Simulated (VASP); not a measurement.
# Cd (P6_3/mmc) in VASP: settings compared, part 2 of 2

VASP 6.6.1. Earlier steps stand in the parts before.

## (3) Single point, BLYP

INCAR

```
SYSTEM = Cd
PREC = Accurate
ENCUT = 500
EDIFF = 1E-6
ISMEAR = -1
SIGMA = 0.14
LREAL = .FALSE.
LASPH = .TRUE.
NELM = 120
ALGO = Normal
ISIF = 2
LWAVE = .FALSE.
LCHARG = .FALSE.
GGA = B5
ALDAX = 1.0
AGGAX = 1.0
AGGAC = 1.0
ALDAC = 0.0
NBANDS = 19
GGA_COMPAT = .FALSE.
```

KPOINTS

```
Automatic mesh
0
G
  1 1 2
  0 0 0
```

POSCAR

```
Cd
1.0
    2.9788725081      0.0000000000      0.0000000000
   -1.4894362540      2.5797792666      0.0000000000
    0.0000000000      0.0000000000      5.6176500000
Cd
2
Direct
    0.3333333333      0.6666666667      0.2500000000
    0.6666666667      0.3333333333      0.7500000000
```

Potentials or basis: VASP PAW PBE potentials, release 64 (Cd).

On the command line:

```
cat potpaw_PBE.64/Cd/POTCAR > POTCAR
mpirun -np 1 vasp_std > vasp.out
```

OUTCAR:

```text
SYSTEM = Cd
   PREC = Accurate
   ENCUT = 500
   EDIFF = 1E-6
   ISMEAR = -1
   LREAL = .FALSE.
   LASPH = .TRUE.
   NELM = 120
   ISIF = 2
   GGA = B5

 ion  position               nearest neighbor table
   1  0.333  0.667  0.250-   2 3.29   2 3.29   2 3.29   2 3.29   2 3.29   2 3.29
   2  0.667  0.333  0.750-   1 3.29   1 3.29   1 3.29   1 3.29   1 3.29   1 3.29

  LATTYP: Found a hexagonal cell.
 ALAT       =     2.9788725081
 C/A-ratio  =     1.8858309594

  Lattice vectors:

[... 207 lines left out ...]

------------------------ aborting loop because EDIFF is reached ----------------------------------------

  FORCE on cell =-STRESS in cart. coord.  units (eV):
  Direction    XX          YY          ZZ          XY          YZ          ZX
  --------------------------------------------------------------------------------------
  -------------------------------------------------------------------------------------
  Total      -13.7980852    -13.7980852      4.0712619     -0.0000000      0.0000000     -0.0000000
  in kB     -512.0828871   -512.0828871    151.0951358     -0.0000000      0.0000000     -0.0000000
  external PRESSURE =    -291.0235461 kB  Pullay stress =       0.0000000 kB

 VOLUME and BASIS-vectors are now :
 -----------------------------------------------------------------------------
  energy-cutoff  :      500.00
  volume of cell :       43.17
      direct lattice vectors                 reciprocal lattice vectors
     2.978872508  0.000000000  0.000000000     0.335697482  0.193815032  0.000000000
    -1.489436254  2.579779267  0.000000000     0.000000000  0.387630063  0.000000000
     0.000000000  0.000000000  5.617650000     0.000000000  0.000000000  0.178010378

 POSITION                                       TOTAL-FORCE (eV/Angst)
 -----------------------------------------------------------------------------------
     -0.00000      1.71985      1.40441         0.000000      0.000000      0.000000
      1.48944      0.85993      4.21324        -0.000000     -0.000000      0.000000
 -----------------------------------------------------------------------------------
    total drift:                                0.000000     -0.000000      0.000000

  FREE ENERGIE OF THE ION-ELECTRON SYSTEM (eV)
  ---------------------------------------------------
  free  energy   TOTEN  =       -13.7338820468 eV

  energy  without entropy=      -13.5488276393  energy(sigma->0) =      -13.64135484
```

OSZICAR:

```text
N       E                     dE             d eps       ncg     rms          rms(c)
DAV:   1     0.171748143079E+03    0.17175E+03   -0.13339E+04    76   0.125E+03
DAV:   2    -0.103154673512E+02   -0.18206E+03   -0.17789E+03    79   0.338E+02
DAV:   3    -0.138319488847E+02   -0.35165E+01   -0.35090E+01   101   0.562E+01
DAV:   4    -0.138369425021E+02   -0.49936E-02   -0.49933E-02   106   0.187E+00
DAV:   5    -0.138369562504E+02   -0.13748E-04   -0.13748E-04    98   0.818E-02    0.512E+00
DAV:   6    -0.137306397116E+02    0.10632E+00   -0.35983E-01    93   0.700E+00    0.294E+00
DAV:   7    -0.137319244763E+02   -0.12848E-02   -0.18541E-02    95   0.124E+00    0.130E+00
DAV:   8    -0.137336579997E+02   -0.17335E-02   -0.47421E-03    82   0.575E-01    0.103E-01
DAV:   9    -0.137338438431E+02   -0.18584E-03   -0.23365E-04   114   0.114E-01    0.469E-02
DAV:  10    -0.137338824484E+02   -0.38605E-04   -0.41745E-05    82   0.563E-02    0.580E-03
DAV:  11    -0.137338820468E+02    0.40162E-06   -0.22253E-07    60   0.390E-03
   1 F= -.13733882E+02 E0= -.13641355E+02  d E =-.185054E+00
```

Run time: 14 s. Hardware: 1 thread of Intel Xeon Platinum 8559C (Emerald Rapids), shared host; peak memory 0.15 GiB.

The run converged, but its numbers aren't listed here, since they failed a check.

Caveat: the k points lie up to 2.44 Å⁻¹ apart, too coarse for converged energies, forces and pressures; the mesh shows a gap though the element is a metal; the PAW data sets were made with another functional, which shifts forces and pressure a little.

## (4) Single point, PBE

INCAR

```
SYSTEM = Cd
PREC     = Accurate       ! precision mode
ENCUT    = 500            ! plane-wave cutoff, eV
EDIFF    = 1E-6           ! SCF threshold, eV
ISMEAR   = 0              ! smearing method
SIGMA    = 0.1            ! smearing width, eV
LREAL    = .FALSE.        ! projectors in reciprocal space
LASPH    = .TRUE.         ! aspherical terms in the spheres
NELM     = 120            ! most SCF steps
ALGO     = Normal         ! electronic algorithm
ISIF     = 2              ! what is computed and relaxed
LWAVE    = .FALSE.        ! write WAVECAR
LCHARG   = .FALSE.        ! write CHGCAR
GGA      = PE             ! functional
NBANDS   = 19             ! bands
GGA_COMPAT= .FALSE.
```

KPOINTS

```
regular mesh
0
G
  2 2 1
  0 0 0
```

POSCAR is that of step 3.

On the command line:

```
cat potpaw_PBE.64/Cd/POTCAR > POTCAR
mpirun -np 1 vasp_std > vasp.out
```

Run time: 4.4 s. Hardware: 1 thread of Intel Xeon Platinum 8559C (Emerald Rapids), shared host; peak memory 0.15 GiB.

It converged, with:

- Free energy: 0.0848 eV
- Pressure: 7.7 GPa
- Band gap on the k mesh: zero (bands 12 and 13 overlap by 1.18 eV)

Stress tensor (GPa, compression positive):
```
 16.97   0.00   0.00
  0.00  16.97   0.00
  0.00   0.00 -10.76
```

Levels at points of the mesh, in eV from the Fermi level:
```csv
k point,band 10,band 11,band 12,band 13,band 14,band 15
"(0.00, 0.00, 0.00)",-6.64,-6.64,-1.21,-1.21,12.38,16.24
"(0.50, 0.00, 0.00)",-6.38,-0.53,-0.03,3.80,4.87,4.99
```

Caveat: the k points lie up to 1.22 Å⁻¹ apart, too coarse for converged energies and pressures of a metal.

## (5) Single point, PBE

INCAR

```
ALGO     = Normal         # electronic algorithm
EDIFF    = 1E-6           # SCF threshold, eV
ENCUT    = 500            # plane-wave cutoff, eV
GGA      = PE             # functional
GGA_COMPAT= False        
ISIF     = 2              # what is computed and relaxed
ISMEAR   = 0              # smearing method
LASPH    = True           # aspherical terms in the spheres
LCHARG   = False          # write CHGCAR
LREAL    = False          # projectors in reciprocal space
LWAVE    = False          # write WAVECAR
NBANDS   = 19             # bands
NELM     = 120            # most SCF steps
PREC     = Accurate       # precision mode
SIGMA    = 0.1            # smearing width, eV
```

KPOINTS

```
k-points
0
Gamma
  3 3 1
```

POSCAR is that of step 4.

On the command line:

```
cat potpaw_PBE.64/Cd/POTCAR > POTCAR
mpirun -np 1 vasp_std > vasp.out
```

Wall time 4.8 s (1 thread of Intel Xeon Platinum 8559C (Emerald Rapids), shared host); peak memory 0.15 GiB.

Results (log left out):

| Quantity | Value |
| --- | --- |
| Free energy | 0.2682 eV |
| Pressure | 15.7 GPa |
| Band gap on the k mesh | zero (bands 12 and 13 overlap by 3.07 eV) |

Stress tensor (GPa, compression positive):
```
 3.75  0.00  0.00
 0.00  3.75  0.00
 0.00  0.00 39.56
```

Levels at points of the mesh, in eV from the Fermi level:
```tsv
k point	band 10	band 11	band 12	band 13	band 14	band 15
(0.00, 0.00, 0.00)	-8.52	-8.52	-3.20	-3.12	10.42	14.45
```

Caveat: the k points lie up to 1.12 Å⁻¹ apart, too coarse for converged energies and pressures of a metal.

## (6) Single point, PBE

INCAR

```
SYSTEM = Cd
ALGO = Normal
EDIFF = 1E-6
ENCUT = 500
GGA = PE
GGA_COMPAT = .FALSE.
ISIF = 2
ISMEAR = 0
ISYM = 0
LASPH = .TRUE.
LCHARG = .TRUE.
LELF = .TRUE.
LREAL = .FALSE.
LVHAR = .TRUE.
LWAVE = .FALSE.
NBANDS = 19
NELM = 120
PREC = Accurate
SIGMA = 0.1
```

KPOINTS

```
Automatic mesh
0
Gamma
  3 3 1
  0.21 0.88 0.79
```

POSCAR is that of step 5.

Potentials or basis: VASP PAW PBE potentials, release 64 (Cd).

On the command line:

```
cat potpaw_PBE.64/Cd/POTCAR > POTCAR
mpirun -np 1 vasp_std > vasp.out
```

It took 29 s on 1 thread of Intel Xeon Platinum 8559C (Emerald Rapids), shared host; peak memory 0.2 GiB.

The run converged. Its results:

```
Free energy            : -1.3586 eV
Pressure               : 4.8 GPa
Band gap on the k mesh : zero (bands 12 and 13 overlap by 1.41 eV)
```

Stress tensor (GPa, compression positive):
```
2.64 0.00 0.00
0.00 2.64 0.00
0.00 0.00 9.21
```

Levels at points of the mesh, in eV from the Fermi level:
```csv
k point,band 8,band 9,band 10,band 11,band 12,band 13,band 14,band 15,band 16,band 17
"(0.07, -0.04, -0.21)",-8.90,-8.74,-8.70,-8.67,-5.27,-0.56,8.22,13.32,13.51,14.68
```

Caveat: the k points lie up to 1.12 Å⁻¹ apart, too coarse for converged energies and pressures of a metal.

## (7) Summary

| k mesh | gap on the mesh (eV) | pressure (GPa) |
| --- | --- | --- |
| 3 × 3 × 1, shifted | none | 4.8 |
| 2 × 2 × 1 | none | 7.7 |
| 3 × 3 × 1 | none | 15.7 |

Alike in all rows: task single point; level PBE; potentials or basis VASP PAW PBE potentials, release 64 (Cd); no spin polarisation; cell as given; cutoff (eV) 500; smearing gaussian 0.1 eV.

Caveats: all runs use coarse meshes.

Total energies depend on the potentials used, so only differences within one code and one set of settings carry meaning.
